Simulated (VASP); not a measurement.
# CuO (C2/c) in VASP: notebook

CuO is run at these levels: PBE; tasks: single point.

Program: VASP 6.6.1. These are calculated values, not measurements. Logs are shortened: lines on timing, memory, paths and dates and some standing lists are left out, and cuts for length are marked.

### Step 1. The cell of the first run

It takes space group C2/c (No. 15, monoclinic). The conventional cell has a = 4.684 Å, b = 3.423 Å, c = 5.129 Å, α = 90.00°, β = 99.54°, γ = 90.00°. Cu (site symmetry -1) has 4 O at 1.95 to 1.96 Å within 2.6 Å. O (site symmetry 2) has 6 Cu at 1.95 to 2.78 Å and 6 O at 2.62 to 2.90 Å within 3.0 Å.

### Step 2. Single point, PBE

INCAR reads:

```
ALGO     = Normal         # electronic algorithm
EDIFF    = 1E-6           # SCF threshold, eV
ENCUT    = 820            # plane-wave cutoff, eV
GGA      = PE             # functional
GGA_COMPAT= False        
ISIF     = 2              # what is computed and relaxed
ISMEAR   = 0              # smearing method
LASPH    = True           # aspherical terms in the spheres
LCHARG   = False          # write CHGCAR
LREAL    = False          # projectors in reciprocal space
LWAVE    = False          # write WAVECAR
NBANDS   = 33             # bands
NELM     = 120            # most SCF steps
PREC     = Accurate       # precision mode
SIGMA    = 0.013000000000000001 # smearing width, eV
```

KPOINTS reads:

```
k-points
0
Gamma
  10 10 5
```

POSCAR reads:

```
CuO
1.0
    2.3418500000     -1.7113000000      0.0000000000
    2.3418500000      1.7113000000      0.0000000000
   -0.8500274268      0.0000000000      5.0578693947
Cu O
2 2
Direct
    0.5000000000      0.0000000000      0.5000000000
    0.0000000000      0.5000000000      0.0000000000
    0.4184000000      0.5816000000      0.7500000000
    0.5816000000      0.4184000000      0.2500000000
```

Potentials or basis: VASP PAW PBE potentials, release 64 (Cu_sv_GW, O).

Run with:

```sh
> cat potpaw_PBE.64/Cu_sv_GW/POTCAR potpaw_PBE.64/O/POTCAR > POTCAR
> mpirun -np 1 vasp_std > vasp.out
```

OUTCAR:

```text
EDIFF = 1E-6
   ENCUT = 820
   GGA = PE
   ISIF = 2
   ISMEAR = 0
   LASPH = True
   LREAL = False
   NELM = 120
   PREC = Accurate

 ion  position               nearest neighbor table
   1  0.500  0.000  0.500-   3 1.95   4 1.95   4 1.96   3 1.96
   2  0.000  0.500  0.000-   4 1.95   3 1.95   4 1.96   3 1.96
   3  0.418  0.582  0.750-   2 1.95   1 1.95   2 1.96   1 1.96
   4  0.582  0.418  0.250-   1 1.95   2 1.95   2 1.96   1 1.96

  LATTYP: Found a base centered monoclinic cell.
 ALAT       =     4.6837000000
 B/A-ratio  =     0.7307470589
 C/A-ratio  =     1.0950317057
 COS(beta)  =    -0.1657361228

  Lattice vectors:

 A1 = (   2.3418500000,  -1.7113000000,   0.0000000000)
 A2 = (   2.3418500000,   1.7113000000,   0.0000000000)
 A3 = (  -0.8500274268,   0.0000000000,   5.0578693947)

Analysis of symmetry for initial positions (statically):
=====================================================================
 Subroutine PRICEL returns:
 Original cell was already a primitive cell.

 Routine SETGRP: Setting up the symmetry group for a
 base centered monoclinic supercell.

 Subroutine GETGRP returns: Found  4 space group operations
 (whereof  2 operations were pure point group operations)
 out of a pool of  4 trial point group operations.

The static configuration has the point symmetry S_2 .
 The point group associated with its full space group is C_2h.

Analysis of symmetry for dynamics (positions and initial velocities):
=====================================================================
 Subroutine PRICEL returns:
 Original cell was already a primitive cell.

 Routine SETGRP: Setting up the symmetry group for a
 base centered monoclinic supercell.

 Subroutine GETGRP returns: Found  4 space group operations
 (whereof  2 operations were pure point group operations)
 out of a pool of  4 trial point group operations.

The dynamic configuration has the point symmetry S_2 .
 The point group associated with its full space group is C_2h.

 Subroutine INISYM returns: Found  4 space group operations
 (whereof  2 operations are pure point group operations),
 and found     1 'primitive' translations

----------------------------------------------------------------------------------------

                                     Primitive cell

  volume of cell :      40.5399

  direct lattice vectors                    reciprocal lattice vectors
     2.341850000 -1.711300000  0.000000000     0.213506416 -0.292175539  0.035881968
     2.341850000  1.711300000  0.000000000     0.213506416  0.292175539  0.035881968
    -0.850027427  0.000000000  5.057869395     0.000000000  0.000000000  0.197711709

  length of vectors
     2.900484289  2.900484289  5.128800000     0.363646877  0.363646877  0.197711709

  position of ions in fractional coordinates (direct lattice)
     0.500000000  0.000000000  0.500000000
     0.000000000  0.500000000  0.000000000
     0.418400000  0.581600000  0.750000000
     0.581600000  0.418400000  0.250000000

  ion indices of the primitive-cell ions
   primitive index   ion index
                 1           1
                 2           2
                 3           3
                 4           4

----------------------------------------------------------------------------------------

 KPOINTS: k-points

Automatic generation of k-mesh.
 Grid dimensions read from file:
 generate k-points for:   10   10    5

 Generating k-lattice:

  Cartesian coordinates                     Fractional coordinates (reciprocal lattice)
     0.021350642 -0.029217554  0.003588197     0.100000000  0.000000000  0.000000000
     0.021350642  0.029217554  0.003588197     0.000000000  0.100000000  0.000000000
     0.000000000  0.000000000  0.039542342     0.000000000  0.000000000  0.200000000

  Length of vectors
     0.036364688  0.036364688  0.039542342

  Shift w.r.t. Gamma in fractional coordinates (k-lattice)
     0.000000000  0.000000000  0.000000000

 Subroutine IBZKPT returns following result:
 ===========================================

 Found    141 irreducible k-points:

 Following reciprocal coordinates:
            Coordinates               Weight
  0.000000  0.000000  0.000000      1.000000
  0.100000 -0.000000  0.000000      4.000000
  0.200000 -0.000000  0.000000      4.000000
  0.300000 -0.000000  0.000000      4.000000
  0.400000 -0.000000  0.000000      4.000000
  0.500000 -0.000000  0.000000      2.000000
[... 16 lines left out ...]
  0.300000  0.300000  0.000000      2.000000
  0.400000  0.300000  0.000000      4.000000
 [... further k-points ...]
   k-points           NKPTS =    141   k-points in BZ     NKDIM =    141   number of bands    NBANDS=     33
   number of dos      NEDOS =    301   number of ions     NIONS =      4
   total plane-waves  NPLWV =  37632
   dimension x,y,z NGX =    28 NGY =   28 NGZ =   48
   dimension x,y,z NGXF=    56 NGYF=   56 NGZF=   96
   ions per type =               2   2
   NGX,Y,Z   is equivalent  to a cutoff of  16.05, 16.05, 15.56 a.u.
   NGXF,Y,Z  is equivalent  to a cutoff of  32.10, 32.10, 31.12 a.u.
 SYSTEM =  unknown system
   PREC   = accura    normal or accurate (medium, high low for compatibility)
   ISTART =      0    job   : 0-new  1-cont  2-samecut
   ICHARG =      2    charge: 1-file 2-atom 10-const
   ISPIN  =      1    spin polarized calculation?
   LNONCOLLINEAR =      F non collinear calculations
   LSORBIT =      F    spin-orbit coupling
   LASPH  =      T    aspherical Exc in radial PAW
   ENCUT  =  820.0 eV  60.27 Ry    7.76 a.u.   6.77  6.77 11.98*2*pi/ulx,y,z
   NELM   =    120;   NELMIN=  2; NELMDL= -5     # of ELM steps
   EDIFF  = 0.1E-05   stopping-criterion for ELM
   LREAL  =      F    real-space projection
   EDIFFG = 0.1E-04   stopping-criterion for IOM
   NSW    =      0    number of steps for IOM
   IBRION =     -1    ionic relax: 0-MD 1-quasi-New 2-CG
   NFREE  =      0    steps in history (QN), initial steepest desc. (CG)
   ISIF   =      2    stress and relaxation
   ISYM   =      2    0-nonsym 1-usesym 2-fastsym
   POTIM  = 0.5000    time-step for ionic-motion
   TEBEG  =    0.0;   TEEND  =   0.0 temperature during run
   PSTRESS=    0.0 pullay stress
   NELECT =      50.0000    total number of electrons
   NUPDOWN=      -1.0000    fix difference up-down
   EMIN   =  10.00;   EMAX   =-10.00  energy-range for DOS
   EFERMI =   0.00;   METHOD = LEGACY
   ISMEAR =     0;   SIGMA  =   0.01  broadening in eV -4-tet -1-fermi 0-gaus
   EFERMI_NEDOS =   21; number of points for ismear=-14 and -15
   IALGO  =     38    algorithm
   IMIX   =      4    mixing-type and parameters
     AMIX     =   0.40;   BMIX     =  1.00
     AMIX_MAG =   1.60;   BMIX_MAG =  1.00
  volume/ion in A,a.u.               =      10.13        68.39
  Fermi-wavevector in a.u.,A,eV,Ry     =   1.755647  3.317692 41.937193  3.082297
  Thomas-Fermi vector in A             =   2.825352
   LORBIT       =      0    0 simple, 1 ext, 2 COOP (PROOUT), +10 PAW based schemes
   GGA     = PE    functional components
   LHFCALC =     F    Hartree Fock is set to
   AEXX    =    0.0000 exact exchange contribution
   IVDW    =     0    specifies the selected vdW correction
   LEPSILON=     F    determine dielectric tensor
   LRPA    =     F    only Hartree local field effects (RPA)
 non-spin polarized calculation
 Gauss-broadening in eV      SIGMA  =   0.01
  energy-cutoff  :      820.00
  volume of cell :       40.54
 maximum number of plane-waves:      2181
   NGX = 13   NGY = 13   NGZ = 23

 number of electron      49.9999994 magnetization

 Free energy of the ion-electron system (eV)
  ---------------------------------------------------
  ext. energy  EPLUGINS =         0.00000000
  ---------------------------------------------------
  free energy    TOTEN  =       -19.68895167 eV

  energy without entropy =      -19.68875681  energy(sigma->0) =      -19.68885424

 E-fermi :   5.7503     XC(G=0): -12.2860

 val. band max:        5.7425803301   @ k =  -0.4000   0.2000   0.4000
 cond. band min:       5.7590020497   @ k =   0.5000  -0.0000   0.0000
 fundamental gap:      0.0164217196
 Fermi energy:         5.7503220458

 k-point     1 :       0.0000    0.0000    0.0000
  band No.  band energies     occupation
      1    -106.8536      2.00000
      2    -106.8531      2.00000
      3     -64.3823      2.00000
      4     -64.3821      2.00000
      5     -64.3518      2.00000
      6     -64.3431      2.00000
[... 25 lines left out ...]
     32      22.1054      0.00000
     33      22.6997      0.00000

 k-point     2 :       0.1000   -0.0000    0.0000
  band No.  band energies     occupation
      1    -106.8536      2.00000
      2    -106.8530      2.00000
      3     -64.3835      2.00000
      4     -64.3823      2.00000
      5     -64.3517      2.00000
      6     -64.3435      2.00000
[... 25 lines left out ...]
     32      21.6185      0.00000
     33      22.6790      0.00000

 k-point     3 :       0.2000   -0.0000    0.0000
  band No.  band energies     occupation
      1    -106.8535      2.00000
      2    -106.8529      2.00000
      3     -64.3867      2.00000
      4     -64.3823      2.00000
      5     -64.3511      2.00000
      6     -64.3440      2.00000
[... 25 lines left out ...]
     32      20.7589      0.00000
     33      22.2237      0.00000

 k-point     4 :       0.3000   -0.0000    0.0000
  band No.  band energies     occupation
      1    -106.8531      2.00000
      2    -106.8528      2.00000
      3     -64.3907      2.00000
      4     -64.3825      2.00000
      5     -64.3501      2.00000
      6     -64.3449      2.00000
[... 673 lines left out ...]
     32      19.5524      0.00000
     33      19.6795      0.00000

 k-point    23 :       0.3000    0.3000    0.0000
  band No.  band energies     occupation
      1    -106.8527      2.00000
      2    -106.8522      2.00000
      3     -64.3916      2.00000
      4     -64.3888      2.00000
      5     -64.3509      2.00000
      6     -64.3440      2.00000
[... 25 lines left out ...]
     32      20.2753      0.00000
     33      20.9270      0.00000

 k-point    24 :       0.4000    0.3000    0.0000
  band No.  band energies     occupation
      1    -106.8525      2.00000
      2    -106.8521      2.00000
      3     -64.3942      2.00000
      4     -64.3897      2.00000
      5     -64.3505      2.00000
      6     -64.3442      2.00000
[... 25 lines left out ...]
     32      19.0684      0.00000
     33      20.1394      0.00000

 [... further k-points ...]

------------------------ aborting loop because EDIFF is reached ----------------------------------------

  FORCE on cell =-STRESS in cart. coord.  units (eV):
  Direction    XX          YY          ZZ          XY          YZ          ZX
  --------------------------------------------------------------------------------------
  -------------------------------------------------------------------------------------
  Total        1.1724573      1.5126392      0.9778730      0.0000000      0.0000000     -0.3238537
  in kB       46.3366657     59.7809900     38.6465050      0.0000000      0.0000000    -12.7990188
  external PRESSURE =      48.2547202 kB  Pullay stress =       0.0000000 kB

 VOLUME and BASIS-vectors are now :
 -----------------------------------------------------------------------------
  energy-cutoff  :      820.00
  volume of cell :       40.54
      direct lattice vectors                 reciprocal lattice vectors
     2.341850000 -1.711300000  0.000000000     0.213506416 -0.292175539  0.035881968
     2.341850000  1.711300000  0.000000000     0.213506416  0.292175539  0.035881968
    -0.850027427  0.000000000  5.057869395     0.000000000  0.000000000  0.197711709

 POSITION                                       TOTAL-FORCE (eV/Angst)
 -----------------------------------------------------------------------------------
      0.74591     -0.85565      2.52893        -0.000000      0.000000      0.000000
      1.17092      0.85565      0.00000        -0.000000      0.000000      0.000000
      1.70433      0.27928      3.79340         0.000000     -0.254712      0.000000
      2.12934     -0.27928      1.26447         0.000000      0.254712      0.000000
 -----------------------------------------------------------------------------------
    total drift:                                0.000000      0.000000      0.000000

  FREE ENERGIE OF THE ION-ELECTRON SYSTEM (eV)
  ---------------------------------------------------
  free  energy   TOTEN  =       -19.6889516703 eV

  energy  without entropy=      -19.6887568085  energy(sigma->0) =      -19.68885424
```

It took 4.5 min on 1 thread of Intel Xeon Platinum 8488C (Sapphire Rapids), shared host; peak memory 0.46 GiB.

What came out:

```yaml
Free_energy: -19.6890 eV
Pressure: 4.8 GPa
Largest_force: 0.255 eV/Å
Band_gap_on_the_k_mesh: zero (bands 25 and 26 overlap by 0.60 eV)
```

Forces in eV/Å, atoms in the order of the input:
```
Cu   0.000  0.000  0.000
Cu   0.000  0.000  0.000
O    0.000 -0.255  0.000
O    0.000  0.255  0.000
```

Stress tensor (GPa, compression positive):
```
 4.63  0.00 -1.28
 0.00  5.98  0.00
-1.28  0.00  3.86
```

Levels at points of the mesh, in eV from the Fermi level:
```tsv
k point	band 23	band 24	band 25	band 26	band 27	band 28
(0.00, 0.00, 0.00)	-2.16	-1.66	0.21	0.95	1.68	5.99
(0.50, 0.00, 0.00)	-1.52	-1.42	0.01	0.26	4.82	6.26
(0.50, 0.50, 0.00)	-1.65	-1.22	-0.66	1.07	3.30	7.05
```

Caveat: the cell stands under pressure; semilocal functionals often make such compounds metallic where correlation or magnetic order opens a gap, which also shifts bond lengths.

(Continued in part 2 of 2.)
